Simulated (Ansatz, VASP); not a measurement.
## Hg: VASP beside Ansatz

Contents of INCAR:

```
PREC = Accurate
ENCUT = 520
EDIFF = 1E-6
ISMEAR = 0
SIGMA = 0.15
LREAL = False
LASPH = True
NELM = 80
ALGO = Fast
ISIF = 2
LWAVE = False
LCHARG = False
GGA = PS
IVDW = 12
NBANDS = 19
```

File KPOINTS:

```
regular mesh
0
Gamma
  18 18 10
```

POSCAR

```
Hg
1.0
    3.1146000000      0.0000000000      0.0000000000
   -1.5573000000      2.6973227226      0.0000000000
    0.0000000000      0.0000000000      5.2374000000
Hg
2
Direct
    0.6666666667      0.3333333333      0.7500000000
    0.3333333333      0.6666666667      0.2500000000
```

Input for Ansatz:

```yaml
crystal:
  lattice:
    - [3.1146, 0.0, 0.0]
    - [-1.5573, 2.6973227226, 0.0]
    - [0.0, 0.0, 5.2374]
  atoms:
    - { symbol: Hg, position: [0.6666666667, 0.3333333333, 0.75] }
    - { symbol: Hg, position: [0.3333333333, 0.6666666667, 0.25] }
basis:
  ecutwfc: 420
kpoints:
  mp_grid: { grid: [18, 18, 10] }
hamiltonian:
  xc: pbesol
  dispersion: d3bj
scf:
  occupations: { method: gaussian, width: 0.15 }
output:
  forces: true
  stress: true
  eigenvalues: true
```

Alike in both runs: task single point; functional PBEsol; dispersion D3(BJ); k mesh 18 × 18 × 10; occupations gaussian, width 0.15 eV; no spin polarisation.

```csv
,VASP,Ansatz
version,VASP 6.6.1,Ansatz 0.2.0
potentials or method,"VASP PAW PBE potentials, release 64 (Hg), cutoff 520 eV","scalar-relativistic, plane waves, PAW"
valence electrons in the cell,24,40
```

|  | VASP | Ansatz | Ansatz less VASP |
| --- | --- | --- | --- |
| gap on the k mesh at the Fermi level (eV) | none | none | - |
| pressure (GPa) | 0.0 | -0.5 | -0.53 |

VASP's potentials were made for PBE, not for PBEsol. A gap of «none» marks a metal or a gap that the smearing closes. VASP's potentials hold 24 valence electrons a cell and Ansatz's 40, so a difference there can come from the potentials and not from the codes.

Spin-orbit coupling is off throughout.
